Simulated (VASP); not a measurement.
# KPbO3 (Pm-3m) in VASP: notebook

Runs on KPbO3. Level: LDA. Tasks: relaxation of cell and atoms, single point.

All numbers are computed with VASP 6.6.1; they aren't measurements. Logs are shortened: lines on timing, memory, paths and dates and some standing lists are left out, and cuts for length are marked.

## 1. The cell of the first run

Symmetry: Pm-3m, No. 221, cubic system. Conventional cell: a = 4.360 Å, b = 4.360 Å, c = 4.360 Å, α = 90.00°, β = 90.00°, γ = 90.00°. K (site symmetry m-3m) has 12 O at 3.08 Å and 8 Pb at 3.78 Å within 4.1 Å. Pb (site symmetry m-3m) has 6 O at 2.18 Å within 2.9 Å. Within 2.9 Å of O (site symmetry 4/mmm) lie 2 Pb at 2.18 Å.

## 2. Relaxation of cell and atoms, LDA

The input, INCAR:

```
SYSTEM = KPbO3
ALGO = Normal ; EDIFF = 1E-7
EDIFFG = -0.03 ; ENCUT = 600
GGA = CA ; IBRION = 2
ISIF = 3 ; ISMEAR = 0
LASPH = .True. ; LCHARG = .False.
LREAL = .False. ; LWAVE = .False.
NELM = 100 ; NSW = 80
PREC = Accurate ; SIGMA = 0.05
```

The input, KPOINTS:

```
k-points
0
Gamma
  4 4 4
  0 0 0
```

The input, POSCAR:

```
KPbO3
1.0
    4.3600000000      0.0000000000      0.0000000000
    0.0000000000      4.3600000000      0.0000000000
    0.0000000000      0.0000000000      4.3600000000
K Pb O
1 1 3
Direct
    0.0000000000      0.0000000000      0.0000000000
    0.5000000000      0.5000000000      0.5000000000
    0.5000000000      0.5000000000      0.0000000000
    0.0000000000      0.5000000000      0.5000000000
    0.5000000000      0.0000000000      0.5000000000
```

Potentials or basis: VASP PAW LDA potentials, release 64 (K_sv, Pb_d, O).

Run with:

```console
$ cat potpaw_LDA.64/K_sv/POTCAR potpaw_LDA.64/Pb_d/POTCAR potpaw_LDA.64/O/POTCAR > POTCAR
$ mpirun -np 1 vasp_std > vasp.out
```

OUTCAR:

```text
SYSTEM = KPbO3
   EDIFF = 1E-7
   EDIFFG = -0.03
   ENCUT = 600
   GGA = CA
   IBRION = 2
   ISIF = 3
   ISMEAR = 0
   LASPH = .True.
   LREAL = .False.
   NELM = 100
   NSW = 80
   PREC = Accurate

 ion  position               nearest neighbor table
   1  0.000  0.000  0.000-   2 3.78   2 3.78   2 3.78   2 3.78   2 3.78   2 3.78   2 3.78   2 3.78

   2  0.500  0.500  0.500-   3 2.18   4 2.18   5 2.18   3 2.18   5 2.18   4 2.18   1 3.78   1 3.78
                             1 3.78   1 3.78   1 3.78   1 3.78   1 3.78   1 3.78
   3  0.500  0.500  0.000-   2 2.18   2 2.18
   4  0.000  0.500  0.500-   2 2.18   2 2.18
   5  0.500  0.000  0.500-   2 2.18   2 2.18

  LATTYP: Found a simple cubic cell.
 ALAT       =     4.3600000000

  Lattice vectors:

 A1 = (   4.3600000000,   0.0000000000,   0.0000000000)
 A2 = (   0.0000000000,   4.3600000000,   0.0000000000)
 A3 = (   0.0000000000,   0.0000000000,   4.3600000000)

Analysis of symmetry for initial positions (statically):
=====================================================================
 Subroutine PRICEL returns:
 Original cell was already a primitive cell.

 Routine SETGRP: Setting up the symmetry group for a
 simple cubic supercell.

 Subroutine GETGRP returns: Found 48 space group operations
 (whereof 48 operations were pure point group operations)
 out of a pool of 48 trial point group operations.

The static configuration has the point symmetry O_h .

Analysis of symmetry for dynamics (positions and initial velocities):
=====================================================================
 Subroutine PRICEL returns:
 Original cell was already a primitive cell.

 Routine SETGRP: Setting up the symmetry group for a
 simple cubic supercell.

 Subroutine GETGRP returns: Found 48 space group operations
 (whereof 48 operations were pure point group operations)
 out of a pool of 48 trial point group operations.

The dynamic configuration has the point symmetry O_h .

 Subroutine INISYM returns: Found 48 space group operations
 (whereof 48 operations are pure point group operations),
 and found     1 'primitive' translations

----------------------------------------------------------------------------------------

                                     Primitive cell

  volume of cell :      82.8819

  direct lattice vectors                    reciprocal lattice vectors
     4.360000000  0.000000000  0.000000000     0.229357798  0.000000000  0.000000000
     0.000000000  4.360000000  0.000000000     0.000000000  0.229357798  0.000000000
     0.000000000  0.000000000  4.360000000     0.000000000  0.000000000  0.229357798

  length of vectors
     4.360000000  4.360000000  4.360000000     0.229357798  0.229357798  0.229357798

  position of ions in fractional coordinates (direct lattice)
     0.000000000  0.000000000  0.000000000
     0.500000000  0.500000000  0.500000000
     0.500000000  0.500000000  0.000000000
     0.000000000  0.500000000  0.500000000
     0.500000000  0.000000000  0.500000000

  ion indices of the primitive-cell ions
   primitive index   ion index
                 1           1
                 2           2
                 3           3
                 4           4
                 5           5

----------------------------------------------------------------------------------------

 KPOINTS: k-points

Automatic generation of k-mesh.
 Grid dimensions read from file:
 generate k-points for:    4    4    4

 Generating k-lattice:

  Cartesian coordinates                     Fractional coordinates (reciprocal lattice)
     0.057339450  0.000000000  0.000000000     0.250000000  0.000000000  0.000000000
     0.000000000  0.057339450  0.000000000     0.000000000  0.250000000  0.000000000
     0.000000000  0.000000000  0.057339450     0.000000000  0.000000000  0.250000000

  Length of vectors
     0.057339450  0.057339450  0.057339450

  Shift w.r.t. Gamma in fractional coordinates (k-lattice)
     0.000000000  0.000000000  0.000000000

 Subroutine IBZKPT returns following result:
 ===========================================

 Found     10 irreducible k-points:

 Following reciprocal coordinates:
            Coordinates               Weight
  0.000000  0.000000  0.000000      1.000000
  0.250000  0.000000  0.000000      6.000000
  0.500000  0.000000  0.000000      3.000000
  0.250000  0.250000  0.000000     12.000000
  0.500000  0.250000  0.000000     12.000000
  0.500000  0.500000  0.000000      3.000000
  0.250000  0.250000  0.250000      8.000000
  0.500000  0.250000  0.250000     12.000000
  0.500000  0.500000  0.250000      6.000000
  0.500000  0.500000  0.500000      1.000000
   k-points           NKPTS =     10   k-points in BZ     NKDIM =     10   number of bands    NBANDS=     24
   number of dos      NEDOS =    301   number of ions     NIONS =      5
   total plane-waves  NPLWV =  46656
   dimension x,y,z NGX =    36 NGY =   36 NGZ =   36
   dimension x,y,z NGXF=    72 NGYF=   72 NGZF=   72
   ions per type =               1   1   3
   NGX,Y,Z   is equivalent  to a cutoff of  13.73, 13.73, 13.73 a.u.
   NGXF,Y,Z  is equivalent  to a cutoff of  27.45, 27.45, 27.45 a.u.
 SYSTEM =  KPbO3
   PREC   = accura    normal or accurate (medium, high low for compatibility)
   ISTART =      0    job   : 0-new  1-cont  2-samecut
   ICHARG =      2    charge: 1-file 2-atom 10-const
   ISPIN  =      1    spin polarized calculation?
   LNONCOLLINEAR =      F non collinear calculations
   LSORBIT =      F    spin-orbit coupling
   LASPH  =      T    aspherical Exc in radial PAW
   ENCUT  =  600.0 eV  44.10 Ry    6.64 a.u.   8.71  8.71  8.71*2*pi/ulx,y,z
   NELM   =    100;   NELMIN=  2; NELMDL= -5     # of ELM steps
   EDIFF  = 0.1E-06   stopping-criterion for ELM
   LREAL  =      F    real-space projection
   EDIFFG = -.3E-01   stopping-criterion for IOM
   NSW    =     80    number of steps for IOM
   IBRION =      2    ionic relax: 0-MD 1-quasi-New 2-CG
   NFREE  =      1    steps in history (QN), initial steepest desc. (CG)
   ISIF   =      3    stress and relaxation
   ISYM   =      2    0-nonsym 1-usesym 2-fastsym
   POTIM  = 0.5000    time-step for ionic-motion
   TEBEG  =    0.0;   TEEND  =   0.0 temperature during run
   PSTRESS=    0.0 pullay stress
   NELECT =      41.0000    total number of electrons
   NUPDOWN=      -1.0000    fix difference up-down
   EMIN   =  10.00;   EMAX   =-10.00  energy-range for DOS
   EFERMI =   0.00;   METHOD = LEGACY
   ISMEAR =     0;   SIGMA  =   0.05  broadening in eV -4-tet -1-fermi 0-gaus
   EFERMI_NEDOS =   21; number of points for ismear=-14 and -15
   IALGO  =     38    algorithm
   IMIX   =      4    mixing-type and parameters
     AMIX     =   0.40;   BMIX     =  1.00
     AMIX_MAG =   1.60;   BMIX_MAG =  1.00
  volume/ion in A,a.u.               =      16.58       111.86
  Fermi-wavevector in a.u.,A,eV,Ry     =   1.294741  2.446706 22.808191  1.676355
  Thomas-Fermi vector in A             =   2.426305
   LORBIT       =      0    0 simple, 1 ext, 2 COOP (PROOUT), +10 PAW based schemes
   GGA     = CA    functional components
   LHFCALC =     F    Hartree Fock is set to
   AEXX    =    0.0000 exact exchange contribution
   IVDW    =     0    specifies the selected vdW correction
   LEPSILON=     F    determine dielectric tensor
   LRPA    =     F    only Hartree local field effects (RPA)
 conjugate gradient relaxation of ions
 non-spin polarized calculation
 Gauss-broadening in eV      SIGMA  =   0.05
  energy-cutoff  :      600.00
  volume of cell :       82.88
 maximum number of plane-waves:      2800
 NGX is ok and might be reduce to    36
   NGX = 17   NGY = 17   NGZ = 17

--------------------------------------- Ionic step        1  -------------------------------------------

 number of electron      40.9999985 magnetization

 Free energy of the ion-electron system (eV)
  ---------------------------------------------------
  ext. energy  EPLUGINS =         0.00000000
  ---------------------------------------------------
  free energy    TOTEN  =       -26.42619844 eV

  energy without entropy =      -26.41430105  energy(sigma->0) =      -26.42024975

------------------------ aborting loop because EDIFF is reached ----------------------------------------

  FORCE on cell =-STRESS in cart. coord.  units (eV):
  Direction    XX          YY          ZZ          XY          YZ          ZX
  --------------------------------------------------------------------------------------
  -------------------------------------------------------------------------------------
  Total       -4.0365313     -4.0365313     -4.0365313     -0.0000000      0.0000000      0.0000000
  in kB      -78.0296096    -78.0296096    -78.0296096     -0.0000000      0.0000000      0.0000000
  external PRESSURE =     -78.0296096 kB  Pullay stress =       0.0000000 kB
[... 63 lines left out ...]
  energy  without entropy=      -26.6704123031  energy(sigma->0) =      -26.67298494

--------------------------------------- Ionic step        3  -------------------------------------------

 number of electron      41.0000008 magnetization

 Free energy of the ion-electron system (eV)
  ---------------------------------------------------
  ext. energy  EPLUGINS =         0.00000000
  ---------------------------------------------------
  free energy    TOTEN  =       -26.67781179 eV

  energy without entropy =      -26.67261351  energy(sigma->0) =      -26.67521265

 E-fermi :   1.6165     XC(G=0): -10.7484

 val. band max:        1.5575905423   @ k =   0.5000   0.2500   0.0000
 cond. band min:       1.6444301839   @ k =   0.5000   0.2500   0.2500
 fundamental gap:      0.0868396416
 Fermi energy:         1.6164879164

 k-point     1 :       0.0000    0.0000    0.0000
  band No.  band energies     occupation
      1     -24.8982      2.00000
      2     -15.9612      2.00000
      3     -15.9612      2.00000
      4     -15.6916      2.00000
      5     -13.1749      2.00000
      6     -13.1749      2.00000
[... 291 lines left out ...]
  FREE ENERGIE OF THE ION-ELECTRON SYSTEM (eV)
  ---------------------------------------------------
  free  energy   TOTEN  =       -26.6778117935 eV

  energy  without entropy=      -26.6726135073  energy(sigma->0) =      -26.67521265

 reached required accuracy - stopping structural energy minimisation
```

Run time: 38 s. Hardware: 1 thread of Intel Xeon 6975P-C (Granite Rapids), shared host; peak memory 0.19 GiB.

What came out:

- Free energy: -26.6778 eV
- Relaxed volume: 14.85 Å³/atom
- Relaxed cell: a = 4.203 Å, b = 4.203 Å, c = 4.203 Å, α = 90.00°, β = 90.00°, γ = 90.00°
- Space group after relaxing (to 0.05 Å): Pm-3m (No. 221)
- Energy gained by relaxing: 50.3 meV/atom
- Ionic steps: 3
- Pressure after relaxing: 0.0 GPa

The path:
```tsv
step	energy change (eV)	largest force (eV/Å)	pressure (GPa)	volume (Å³)
1	0.0000	0.0000	-7.80	82.88
2	-0.2494	0.0000	1.07	73.57
3	-0.2516	0.0000	0.02	74.24
```

Final structure:
```cif
data_structure
_symmetry_space_group_name_H-M 'P 1'
_symmetry_Int_Tables_number 1
_cell_length_a 4.2029
_cell_length_b 4.2029
_cell_length_c 4.2029
_cell_angle_alpha 90.000
_cell_angle_beta 90.000
_cell_angle_gamma 90.000
_cell_volume 74.24
loop_
_atom_site_label
_atom_site_type_symbol
_atom_site_fract_x
_atom_site_fract_y
_atom_site_fract_z
_atom_site_occupancy
K1 K 0.00000 0.00000 0.00000 1
Pb1 Pb 0.50000 0.50000 0.50000 1
O1 O 0.50000 0.50000 0.00000 1
O2 O 0.00000 0.50000 0.50000 1
O3 O 0.50000 0.00000 0.50000 1
```

Caveat: the k points lie up to 0.37 Å⁻¹ apart in the final cell; spin-orbit coupling is left out, which moves the levels of the heavy elements; an odd number of electrons without spin polarisation forces a metal; a magnetic or distorted state may lie lower.

## 3. Single point, LDA

This run uses another cell than the first one, of 14.83 Å³/atom, 0.894 times its volume.

The input, INCAR:

```
SYSTEM = KPbO3
  PREC = Accurate
  ENCUT = 520
  EDIFF = 1E-6
  ISMEAR = 0
  SIGMA = 0.05
  LREAL = .FALSE.
  LASPH = .TRUE.
  NELM = 100
  ALGO = Normal
  ISIF = 2
  LWAVE = .FALSE.
  LCHARG = .FALSE.
  GGA = CA
  NBANDS = 28
```

The input, KPOINTS:

```
regular mesh
0
G
  4 4 4
  0 0 0
```

Changes to POSCAR since step 2:

```diff
@@ -2,5 +2,5 @@
 1.0
-    4.3600000000      0.0000000000      0.0000000000
-    0.0000000000      4.3600000000      0.0000000000
-    0.0000000000      0.0000000000      4.3600000000
+    4.2008426265      0.0000000000      0.0000000000
+    0.0000000000      4.2008426265      0.0000000000
+    0.0000000000      0.0000000000      4.2008426265
 K Pb O
```

Potentials or basis: VASP PAW LDA potentials, release 64 (K_sv, Pb_d, O).

Run with:

```console
$ cat potpaw_LDA.64/K_sv/POTCAR potpaw_LDA.64/Pb_d/POTCAR potpaw_LDA.64/O/POTCAR > POTCAR
$ mpirun -np 1 vasp_std > vasp.out
```

Run time: 15 s. Hardware: 1 thread of Intel Xeon Platinum 8375C at 2.90GHz (Ice Lake), shared host; peak memory 0.16 GiB.

Results (log left out):

- Free energy: -26.6571 eV
- Pressure: 0.3 GPa

Levels at points of the mesh, in eV from the Fermi level:
```
           k point  band 18  band 19  band 20  band 21  band 22  band 23  band 24  band 25
(0.00, 0.00, 0.00)    -0.54    -0.54    -0.52    -0.52    -0.52     7.03     8.19     8.19
(0.50, 0.00, 0.00)    -0.65    -0.65    -0.54    -0.54     3.98     8.20     9.42    10.30
(0.50, 0.50, 0.00)    -0.71    -0.71     0.23     0.30     5.90     8.68     8.68    10.05
(0.50, 0.50, 0.50)     0.24     0.32     0.32     0.32     6.94     6.94     6.94     7.54
```

Caveat: the k points lie up to 0.37 Å⁻¹ apart; spin-orbit coupling is left out, which moves the levels of the heavy elements; an odd number of electrons without spin polarisation forces a metal; a magnetic or distorted state may lie lower.

## 4. Single point, LDA

This run uses another cell than the first one, of 14.83 Å³/atom, 0.894 times its volume.

The input, INCAR:

```
ALGO = Normal
EDIFF = 1E-6
ENCUT = 520
ISIF = 2
ISMEAR = 0
LASPH = True
LCHARG = False
LREAL = False
LWAVE = False
NBANDS = 28
NELM = 100
PREC = Accurate
SIGMA = 0.05
```

The input, KPOINTS:

```
k-points
0
Gamma
  4 4 4
```

POSCAR is that of step 3.

Run with:

```console
$ cat potpaw_LDA.64/K_sv/POTCAR potpaw_LDA.64/Pb_d/POTCAR potpaw_LDA.64/O/POTCAR > POTCAR
$ mpirun -np 1 vasp_std > vasp.out
```

It took 14 s on 1 thread of Intel Xeon Platinum 8375C at 2.90GHz (Ice Lake), shared host; peak memory 0.16 GiB.

The run converged. Its results:

```
Free energy : -26.6571 eV
Pressure    : 0.3 GPa
```

Levels at points of the mesh, in eV from the Fermi level:
| k point | band 17 | band 18 | band 19 | band 20 | band 21 | band 22 | band 23 | band 24 | band 25 | band 26 |
| --- | --- | --- | --- | --- | --- | --- | --- | --- | --- | --- |
| (0.00, 0.00, 0.00) | -0.54 | -0.54 | -0.54 | -0.52 | -0.52 | -0.52 | 7.03 | 8.19 | 8.19 | 10.27 |
| (0.50, 0.00, 0.00) | -0.88 | -0.65 | -0.65 | -0.54 | -0.54 | 3.98 | 8.20 | 9.42 | 10.30 | 10.39 |
| (0.50, 0.50, 0.00) | -1.10 | -0.71 | -0.71 | 0.23 | 0.30 | 5.90 | 8.68 | 8.68 | 10.05 | 10.25 |
| (0.50, 0.50, 0.50) | 0.24 | 0.24 | 0.32 | 0.32 | 0.32 | 6.94 | 6.94 | 6.94 | 7.54 | 10.06 |

Caveat: the k points lie up to 0.37 Å⁻¹ apart; spin-orbit coupling is left out, which moves the levels of the heavy elements; an odd number of electrons without spin polarisation forces a metal; a magnetic or distorted state may lie lower.

## 5. Single point, LDA

This run uses another cell than the first one, of 14.60 Å³/atom, 0.881 times its volume.

The input, INCAR:

```
ALGO = Normal ; EDIFF = 1E-6
ENCUT = 520 ; GGA = CA
ISIF = 2 ; ISMEAR = 0
LASPH = T ; LCHARG = T
LELF = T ; LREAL = F
LVHAR = T ; LWAVE = F
NBANDS = 28 ; NELM = 60
PREC = Accurate ; SIGMA = 0.05
```

KPOINTS is that of step 4.

Changes to POSCAR since step 4:

```diff
@@ -2,5 +2,5 @@
 1.0
-    4.2008426265      0.0000000000      0.0000000000
-    0.0000000000      4.2008426265      0.0000000000
-    0.0000000000      0.0000000000      4.2008426265
+    4.1797325083      0.0000000000      0.0000000000
+    0.0000000000      4.1797325083      0.0000000000
+    0.0000000000      0.0000000000      4.1797325083
 K Pb O
```

Run with:

```console
$ cat potpaw_LDA.64/K_sv/POTCAR potpaw_LDA.64/Pb_d/POTCAR potpaw_LDA.64/O/POTCAR > POTCAR
$ mpirun -np 1 vasp_std > vasp.out
```

It took 14 s on 1 thread of Intel Xeon Platinum 8375C at 2.90GHz (Ice Lake), shared host; peak memory 0.16 GiB.

The run converged. Its results:

```yaml
Free_energy: -26.6475 eV
Pressure: 2.1 GPa
```

Levels at points of the mesh, in eV from the Fermi level:
| k point | band 17 | band 18 | band 19 | band 20 | band 21 | band 22 | band 23 | band 24 | band 25 | band 26 |
| --- | --- | --- | --- | --- | --- | --- | --- | --- | --- | --- |
| (0.00, 0.00, 0.00) | -0.56 | -0.56 | -0.56 | -0.53 | -0.53 | -0.53 | 7.10 | 8.20 | 8.20 | 10.30 |
| (0.50, 0.00, 0.00) | -0.91 | -0.67 | -0.67 | -0.55 | -0.55 | 4.15 | 8.30 | 9.46 | 10.40 | 10.47 |
| (0.50, 0.50, 0.00) | -1.11 | -0.72 | -0.72 | 0.30 | 0.30 | 6.10 | 8.83 | 8.83 | 10.13 | 10.31 |
| (0.50, 0.50, 0.50) | 0.31 | 0.31 | 0.33 | 0.33 | 0.33 | 7.02 | 7.02 | 7.02 | 7.76 | 10.14 |

Caveat: the k points lie up to 0.38 Å⁻¹ apart; spin-orbit coupling is left out, which moves the levels of the heavy elements; an odd number of electrons without spin polarisation forces a metal; a magnetic or distorted state may lie lower.

## 6. Overview

```tsv
task	cell	cutoff (eV)	gap on the mesh (eV)	pressure (GPa)
relaxation of cell and atoms	relaxed from a = 4.360 Å, 5 atoms	600	none	0.0
single point	a = 4.201 Å, 5 atoms	520	none	0.3
single point	a = 4.180 Å, 5 atoms	520	none	2.1
```

Alike in all rows: level LDA; potentials or basis VASP PAW LDA potentials, release 64 (K_sv, Pb_d, O); no spin polarisation; k mesh 4 × 4 × 4; smearing gaussian 0.05 eV.

Caveats: all runs use coarse meshes; spin-orbit coupling is left out, which moves the levels of the heavy elements; an odd number of electrons without spin polarisation forces a metal; a magnetic or distorted state may lie lower.

Total energies depend on the potentials used, so only differences within one code and one set of settings carry meaning.
